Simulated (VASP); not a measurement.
# Hf (Im-3m) in VASP: further runs

Hf is run at these levels: PBEsol; tasks: electric field gradients.

Everything below comes from runs of VASP 6.6.1. Logs are shortened: lines on timing, memory, paths and dates and some standing lists are left out, and cuts for length are marked.

**1. The cell of the first run**

It takes space group Im-3m (No. 229, cubic). Conventional cell: a = 3.561 Å, b = 3.561 Å, c = 3.561 Å, α = 90.00°, β = 90.00°, γ = 90.00°. Hf (site symmetry m-3m) has 14 Hf at 3.08 to 3.56 Å within 4.1 Å.

**2. Electric field gradients, PBEsol (volume scaled by 0.96)**

INCAR

```
ALGO     = Normal         # electronic algorithm
EDIFF    = 1E-8           # SCF threshold, eV
ENCUT    = 520            # plane-wave cutoff, eV
GGA      = PS             # functional
ISIF     = 2              # what is computed and relaxed
ISMEAR   = -1             # smearing method
LASPH    = T              # aspherical terms in the spheres
LCHARG   = F              # write CHGCAR
LEFG     = T            
LREAL    = F              # projectors in reciprocal space
LWAVE    = F              # write WAVECAR
NBANDS   = 11             # bands
NELM     = 60             # most SCF steps
PREC     = Accurate       # precision mode
SIGMA    = 0.08           # smearing width, eV
```

KPOINTS

```
k-points
0
Gamma
  16 16 16
```

POSCAR

```
Hf
1.0
   -1.7806051177      1.7806051177      1.7806051177
    1.7806051177     -1.7806051177      1.7806051177
    1.7806051177      1.7806051177     -1.7806051177
Hf
1
Direct
    0.0000000000      0.0000000000      0.0000000000
```

Potentials or basis: VASP PAW PBE potentials, release 64 (Hf_pv).

Command:

```bash
$ cat potpaw_PBE.64/Hf_pv/POTCAR > POTCAR
$ mpirun -np 1 vasp_std > vasp.out
```

OUTCAR:

```text
EDIFF = 1E-8
   ENCUT = 520
   GGA = PS
   ISIF = 2
   ISMEAR = -1
   LASPH = T
   LREAL = F
   NELM = 60
   PREC = Accurate

 ion  position               nearest neighbor table
   1  0.000  0.000  0.000-

  LATTYP: Found a body centered cubic cell.
 ALAT       =     3.5612102354

  Lattice vectors:

 A1 = (  -1.7806051177,   1.7806051177,   1.7806051177)
 A2 = (   1.7806051177,  -1.7806051177,   1.7806051177)
 A3 = (   1.7806051177,   1.7806051177,  -1.7806051177)

Analysis of symmetry for initial positions (statically):
=====================================================================
 Subroutine PRICEL returns:
 Original cell was already a primitive cell.

 Routine SETGRP: Setting up the symmetry group for a
 body centered cubic supercell.

 Subroutine GETGRP returns: Found 48 space group operations
 (whereof 48 operations were pure point group operations)
 out of a pool of 48 trial point group operations.

The static configuration has the point symmetry O_h .

Analysis of symmetry for dynamics (positions and initial velocities):
=====================================================================
 Subroutine PRICEL returns:
 Original cell was already a primitive cell.

 Routine SETGRP: Setting up the symmetry group for a
 body centered cubic supercell.

 Subroutine GETGRP returns: Found 48 space group operations
 (whereof 48 operations were pure point group operations)
 out of a pool of 48 trial point group operations.

The dynamic configuration has the point symmetry O_h .

 Subroutine INISYM returns: Found 48 space group operations
 (whereof 48 operations are pure point group operations),
 and found     1 'primitive' translations

----------------------------------------------------------------------------------------

                                     Primitive cell

  volume of cell :      22.5820

  direct lattice vectors                    reciprocal lattice vectors
    -1.780605118  1.780605118  1.780605118     0.000000000  0.280803416  0.280803416
     1.780605118 -1.780605118  1.780605118     0.280803416  0.000000000  0.280803416
     1.780605118  1.780605118 -1.780605118     0.280803416  0.280803416  0.000000000

  length of vectors
     3.084098532  3.084098532  3.084098532     0.397116000  0.397116000  0.397116000

  position of ions in fractional coordinates (direct lattice)
     0.000000000  0.000000000  0.000000000

  ion indices of the primitive-cell ions
   primitive index   ion index
                 1           1

----------------------------------------------------------------------------------------

 KPOINTS: k-points

Automatic generation of k-mesh.
 Grid dimensions read from file:
 generate k-points for:   16   16   16

 Generating k-lattice:

  Cartesian coordinates                     Fractional coordinates (reciprocal lattice)
     0.000000000  0.017550214  0.017550214     0.062500000  0.000000000  0.000000000
     0.017550214  0.000000000  0.017550214     0.000000000  0.062500000  0.000000000
     0.017550214  0.017550214  0.000000000     0.000000000  0.000000000  0.062500000

  Length of vectors
     0.024819750  0.024819750  0.024819750

  Shift w.r.t. Gamma in fractional coordinates (k-lattice)
     0.000000000  0.000000000  0.000000000

 Subroutine IBZKPT returns following result:
 ===========================================

 Found    145 irreducible k-points:

 Following reciprocal coordinates:
            Coordinates               Weight
  0.000000  0.000000  0.000000      1.000000
  0.062500  0.000000  0.000000     12.000000
  0.125000  0.000000  0.000000     12.000000
  0.187500  0.000000  0.000000     12.000000
  0.250000  0.000000  0.000000     12.000000
  0.312500  0.000000  0.000000     12.000000
[... 16 lines left out ...]
  0.187500  0.187500  0.000000     24.000000
  0.250000  0.187500  0.000000     48.000000
 [... further k-points ...]
   k-points           NKPTS =    145   k-points in BZ     NKDIM =    145   number of bands    NBANDS=     11
   number of dos      NEDOS =    301   number of ions     NIONS =      1
   total plane-waves  NPLWV =  13824
   dimension x,y,z NGX =    24 NGY =   24 NGZ =   24
   dimension x,y,z NGXF=    48 NGYF=   48 NGZF=   48
   ions per type =               1
   NGX,Y,Z   is equivalent  to a cutoff of  12.94, 12.94, 12.94 a.u.
   NGXF,Y,Z  is equivalent  to a cutoff of  25.87, 25.87, 25.87 a.u.
 SYSTEM =  unknown system
   PREC   = accura    normal or accurate (medium, high low for compatibility)
   ISTART =      0    job   : 0-new  1-cont  2-samecut
   ICHARG =      2    charge: 1-file 2-atom 10-const
   ISPIN  =      1    spin polarized calculation?
   LNONCOLLINEAR =      F non collinear calculations
   LSORBIT =      F    spin-orbit coupling
   LASPH  =      T    aspherical Exc in radial PAW
   ENCUT  =  520.0 eV  38.22 Ry    6.18 a.u.   5.73  5.73  5.73*2*pi/ulx,y,z
   NELM   =     60;   NELMIN=  2; NELMDL= -5     # of ELM steps
   EDIFF  = 0.1E-07   stopping-criterion for ELM
   LREAL  =      F    real-space projection
   EDIFFG = 0.1E-06   stopping-criterion for IOM
   NSW    =      0    number of steps for IOM
   IBRION =     -1    ionic relax: 0-MD 1-quasi-New 2-CG
   NFREE  =      0    steps in history (QN), initial steepest desc. (CG)
   ISIF   =      2    stress and relaxation
   ISYM   =      2    0-nonsym 1-usesym 2-fastsym
   POTIM  = 0.5000    time-step for ionic-motion
   TEBEG  =    0.0;   TEEND  =   0.0 temperature during run
   PSTRESS=    0.0 pullay stress
   NELECT =      10.0000    total number of electrons
   NUPDOWN=      -1.0000    fix difference up-down
   EMIN   =  10.00;   EMAX   =-10.00  energy-range for DOS
   EFERMI =   0.00;   METHOD = LEGACY
   ISMEAR =    -1;   SIGMA  =   0.08  broadening in eV -4-tet -1-fermi 0-gaus
   EFERMI_NEDOS =   21; number of points for ismear=-14 and -15
   IALGO  =     38    algorithm
   IMIX   =      4    mixing-type and parameters
     AMIX     =   0.40;   BMIX     =  1.00
     AMIX_MAG =   1.60;   BMIX_MAG =  1.00
  volume/ion in A,a.u.               =      22.58       152.39
  Fermi-wavevector in a.u.,A,eV,Ry     =   1.247826  2.358048 21.185205  1.557069
  Thomas-Fermi vector in A             =   2.381940
   LORBIT       =      0    0 simple, 1 ext, 2 COOP (PROOUT), +10 PAW based schemes
   GGA     = PS    functional components
   LHFCALC =     F    Hartree Fock is set to
   AEXX    =    0.0000 exact exchange contribution
   IVDW    =     0    specifies the selected vdW correction
   LEPSILON=     F    determine dielectric tensor
   LRPA    =     F    only Hartree local field effects (RPA)
 non-spin polarized calculation
  energy-cutoff  :      520.00
  volume of cell :       22.58
 maximum number of plane-waves:       625
   NGX = 11   NGY = 11   NGZ = 11

 number of electron      10.0000002 magnetization

 Free energy of the ion-electron system (eV)
  ---------------------------------------------------
  ext. energy  EPLUGINS =         0.00000000
  ---------------------------------------------------
  free energy    TOTEN  =       -10.32770073 eV

  energy without entropy =      -10.28689753  energy(sigma->0) =      -10.30729913

 E-fermi :   4.3507     XC(G=0): -11.3482

 val. band max:        4.3357387317   @ k =   0.2500   0.2500   0.0000
 cond. band min:       4.3710503779   @ k =   0.3125   0.0000   0.0000
 fundamental gap:      0.0353116462
 Fermi energy:         4.3506766240

 k-point     1 :       0.0000    0.0000    0.0000
  band No.  band energies     occupation
      1     -25.4636      2.00000
      2     -25.4636      2.00000
      3     -25.4636      2.00000
      4      -2.6588      2.00000
      5       5.8563      0.00000
      6       5.8563      0.00000
      7       5.8563      0.00000
      8       8.6232      0.00000
      9       8.6232      0.00000
     10      17.5741      0.00000
     11      17.6298      0.00000

 k-point     2 :       0.0625    0.0000    0.0000
  band No.  band energies     occupation
      1     -25.4962      2.00000
      2     -25.4738      2.00000
      3     -25.4638      2.00000
      4      -2.5153      2.00000
      5       5.7551      0.00000
      6       5.8184      0.00000
      7       5.9972      0.00000
      8       8.4579      0.00000
      9       8.6215      0.00000
     10      17.5658      0.00000
     11      17.7675      0.00000
[... 295 lines left out ...]
 k-point    24 :       0.2500    0.1875    0.0000
  band No.  band energies     occupation
      1     -26.0906      2.00000
      2     -25.7227      2.00000
      3     -25.5317      2.00000
      4       1.1937      2.00000
      5       3.9076      1.99216
      6       4.3935      0.73855
      7       8.0446      0.00000
      8       9.3236      0.00000
      9      10.7396      0.00000
     10      15.2244      0.00000
     11      17.5713      0.00000

 [... further k-points ...]

------------------------ aborting loop because EDIFF is reached ----------------------------------------

  FORCE on cell =-STRESS in cart. coord.  units (eV):
  Direction    XX          YY          ZZ          XY          YZ          ZX
  --------------------------------------------------------------------------------------
  -------------------------------------------------------------------------------------
  Total       -0.8347960     -0.8347960     -0.8347960      0.0000000      0.0000000     -0.0000000
  in kB      -59.2281422    -59.2281422    -59.2281422      0.0000000      0.0000000     -0.0000000
  external PRESSURE =     -59.2281422 kB  Pullay stress =       0.0000000 kB

 VOLUME and BASIS-vectors are now :
 -----------------------------------------------------------------------------
  energy-cutoff  :      520.00
  volume of cell :       22.58
      direct lattice vectors                 reciprocal lattice vectors
    -1.780605118  1.780605118  1.780605118     0.000000000  0.280803416  0.280803416
     1.780605118 -1.780605118  1.780605118     0.280803416  0.000000000  0.280803416
     1.780605118  1.780605118 -1.780605118     0.280803416  0.280803416  0.000000000

 POSITION                                       TOTAL-FORCE (eV/Angst)
 -----------------------------------------------------------------------------------
      0.00000      0.00000      0.00000        -0.000000      0.000000     -0.000000
 -----------------------------------------------------------------------------------
    total drift:                               -0.000000      0.000000      0.000000

  FREE ENERGIE OF THE ION-ELECTRON SYSTEM (eV)
  ---------------------------------------------------
  free  energy   TOTEN  =       -10.3277007303 eV

  energy  without entropy=      -10.2868975252  energy(sigma->0) =      -10.30729913

 Electric field gradients (V/A^2)
---------------------------------------------------------------------
 ion       V_xx      V_yy      V_zz      V_xy      V_xz      V_yz
---------------------------------------------------------------------
   1       0.000     0.000    -0.000    -0.000    -0.000    -0.000
---------------------------------------------------------------------

 Electric field gradients after diagonalization (V/A^2)
 (convention: |V_zz| > |V_xx| > |V_yy|)
----------------------------------------------------------------------
 ion       V_xx      V_yy      V_zz     asymmetry (V_yy - V_xx)/ V_zz
----------------------------------------------------------------------
   1       0.000     0.000    -0.001       0.000
----------------------------------------------------------------------

           NMR quadrupolar parameters

 Cq : quadrupolar parameter    Cq=e*Q*V_zz/h
 eta: asymmetry parameters     (V_yy - V_xx)/ V_zz
 Q  : nuclear electric quadrupole moment in mb (millibarn)
----------------------------------------------------------------------
 ion       Cq(MHz)       eta       Q (mb)
----------------------------------------------------------------------
   1      -0.000       0.000       1.000
----------------------------------------------------------------------
```

Wall time 9.4 s (1 thread of Intel Xeon 6975P-C (Granite Rapids), shared host); peak memory 0.16 GiB.

Results:

* Free energy: -10.3277 eV
* Pressure: -5.9 GPa
* Band gap on the k mesh: zero (band 5 reaches 5.86 eV, above the bottom of band 6 at 3.61 eV)

Levels at points of the mesh, in eV from the Fermi level:
| k point | band 2 | band 3 | band 4 | band 5 | band 6 | band 7 | band 8 | band 9 |
| --- | --- | --- | --- | --- | --- | --- | --- | --- |
| (0.00, 0.00, 0.00) | -29.81 | -29.81 | -7.01 | 1.51 | 1.51 | 1.51 | 4.27 | 4.27 |
| (0.50, 0.00, 0.00) | -30.07 | -29.82 | -3.35 | -0.49 | 1.06 | 4.09 | 5.09 | 7.53 |
| (0.50, 0.50, 0.50) | -30.37 | -30.37 | -2.52 | -2.52 | 6.71 | 6.71 | 6.71 | 7.15 |

Caveat: without QUAD_EFG the Cq values of the log hold for a quadrupole moment of 1 mb, not for the nuclei; the PAW data sets were made with another functional, which shifts forces and pressure a little; spin-orbit coupling is left out, which moves the levels of the heavy elements.

**3. Electric field gradients, PBEsol (volume scaled by 0.99)**

INCAR

```
SYSTEM = Hf
  PREC = Accurate
  ENCUT = 520
  EDIFF = 1E-8
  ISMEAR = -1
  SIGMA = 0.08
  LREAL = .False.
  LASPH = .True.
  NELM = 80
  ALGO = Normal
  ISIF = 2
  LWAVE = .False.
  LCHARG = .False.
  GGA = PS
  LEFG = .True.
  NBANDS = 11
```

KPOINTS

```
Automatic mesh
0
Gamma
  16 16 16
  0 0 0
```

POSCAR

```
Hf
1.0
   -1.7989631656      1.7989631656      1.7989631656
    1.7989631656     -1.7989631656      1.7989631656
    1.7989631656      1.7989631656     -1.7989631656
Hf
1
Direct
    0.0000000000      0.0000000000      0.0000000000
```

Potentials or basis: VASP PAW PBE potentials, release 64 (Hf_pv).

Command:

```bash
$ cat potpaw_PBE.64/Hf_pv/POTCAR > POTCAR
$ mpirun -np 1 vasp_std > vasp.out
```

OUTCAR:

```text
SYSTEM = Hf
   PREC = Accurate
   ENCUT = 520
   EDIFF = 1E-8
   ISMEAR = -1
   LREAL = .False.
   LASPH = .True.
   NELM = 80
   ISIF = 2
   GGA = PS

 ion  position               nearest neighbor table
   1  0.000  0.000  0.000-

  LATTYP: Found a body centered cubic cell.
 ALAT       =     3.5979263312

  Lattice vectors:

 A1 = (  -1.7989631656,   1.7989631656,   1.7989631656)
 A2 = (   1.7989631656,  -1.7989631656,   1.7989631656)
 A3 = (   1.7989631656,   1.7989631656,  -1.7989631656)

Analysis of symmetry for initial positions (statically):
=====================================================================
 Subroutine PRICEL returns:
 Original cell was already a primitive cell.

 Routine SETGRP: Setting up the symmetry group for a
 body centered cubic supercell.

 Subroutine GETGRP returns: Found 48 space group operations
 (whereof 48 operations were pure point group operations)
[... 515 lines left out ...]

 VOLUME and BASIS-vectors are now :
 -----------------------------------------------------------------------------
  energy-cutoff  :      520.00
  volume of cell :       23.29
      direct lattice vectors                 reciprocal lattice vectors
    -1.798963166  1.798963166  1.798963166     0.000000000  0.277937875  0.277937875
     1.798963166 -1.798963166  1.798963166     0.277937875  0.000000000  0.277937875
     1.798963166  1.798963166 -1.798963166     0.277937875  0.277937875  0.000000000

 POSITION                                       TOTAL-FORCE (eV/Angst)
 -----------------------------------------------------------------------------------
      0.00000      0.00000      0.00000         0.000000      0.000000     -0.000000
 -----------------------------------------------------------------------------------
    total drift:                                0.000000      0.000000      0.000000

  FREE ENERGIE OF THE ION-ELECTRON SYSTEM (eV)
  ---------------------------------------------------
  free  energy   TOTEN  =       -10.2960160847 eV

  energy  without entropy=      -10.2528931984  energy(sigma->0) =      -10.27445464

 Electric field gradients (V/A^2)
---------------------------------------------------------------------
 ion       V_xx      V_yy      V_zz      V_xy      V_xz      V_yz
---------------------------------------------------------------------
   1      -0.000     0.000     0.000    -0.000    -0.000    -0.000
---------------------------------------------------------------------

 Electric field gradients after diagonalization (V/A^2)
 (convention: |V_zz| > |V_xx| > |V_yy|)
----------------------------------------------------------------------
 ion       V_xx      V_yy      V_zz     asymmetry (V_yy - V_xx)/ V_zz
----------------------------------------------------------------------
   1       0.000     0.000    -0.001       0.000
----------------------------------------------------------------------

           NMR quadrupolar parameters

 Cq : quadrupolar parameter    Cq=e*Q*V_zz/h
 eta: asymmetry parameters     (V_yy - V_xx)/ V_zz
 Q  : nuclear electric quadrupole moment in mb (millibarn)
----------------------------------------------------------------------
 ion       Cq(MHz)       eta       Q (mb)
----------------------------------------------------------------------
   1      -0.000       0.000       1.000
----------------------------------------------------------------------
```

stdout:

```text
POSCAR found type information on POSCAR Hf
 POSCAR found :  1 types and       1 ions
 scaLAPACK will be used
 -----------------------------------------------------------------------------
|                                                                             |
|                                                                             |
|     You enforced a specific xc type in the INCAR file but a different       |
|     I HOPE YOU KNOW WHAT YOU ARE DOING!                                     |
|                                                                             |
 -----------------------------------------------------------------------------

 LDA part: xc-table for (Slater+PW92), standard interpolation
 POSCAR, INCAR and KPOINTS ok, starting setup
 FFT: planning ... GRIDC
 FFT: planning ... GRID_SOFT
 FFT: planning ... GRID
 WAVECAR not read
 entering main loop
ion   1
```

Wall time 9.7 s (1 thread of Intel Xeon 6975P-C (Granite Rapids), shared host); peak memory 0.16 GiB.

What came out:

| Quantity | Value |
| --- | --- |
| Free energy | -10.2960 eV |
| Pressure | -8.4 GPa |
| Band gap on the k mesh | zero (band 5 reaches 5.63 eV, above the bottom of band 6 at 3.43 eV) |

Caveat: without QUAD_EFG the Cq values of the log hold for a quadrupole moment of 1 mb, not for the nuclei; the PAW data sets were made with another functional, which shifts forces and pressure a little; spin-orbit coupling is left out, which moves the levels of the heavy elements.
